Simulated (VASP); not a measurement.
A run of VASP 6.6.1:

The input INCAR:

```
PREC = Accurate
ENCUT = 520
EDIFF = 1E-8
ISMEAR = -1
SIGMA = 0.05
LREAL = F
LASPH = T
NELM = 150
ALGO = Normal
ISIF = 2
LWAVE = F
LCHARG = F
ISPIN = 2
MAGMOM = 1.5
LORBIT = 11
LMAXMIX = 4
GGA = CA
LEFG = T
NBANDS = 15
```

KPOINTS

```
Automatic mesh
0
Gamma
  20 20 20
```

Contents of POSCAR:

```
Ni
1.0
    0.0000000000      1.7560842062      1.7560842062
    1.7560842062      0.0000000000      1.7560842062
    1.7560842062      1.7560842062      0.0000000000
Ni
1
Direct
    0.0000000000      0.0000000000      0.0000000000
```

Potentials or basis: VASP PAW LDA potentials, release 64 (Ni).

The run is started by

```console
$ cat potpaw_LDA.64/Ni/POTCAR > POTCAR
$ mpirun -np 1 vasp_std > vasp.out
```

Hardware: 1 thread of Intel(R) Xeon(R) 6975P-C (Granite Rapids) (shared host).

Q: How long does it take, and how much memory?

A: It took 41 s on 1 thread of Intel(R) Xeon(R) 6975P-C (Granite Rapids), with other jobs on the host, peak memory 0.17 GiB. Counts: scf iterations 15, k points 256.
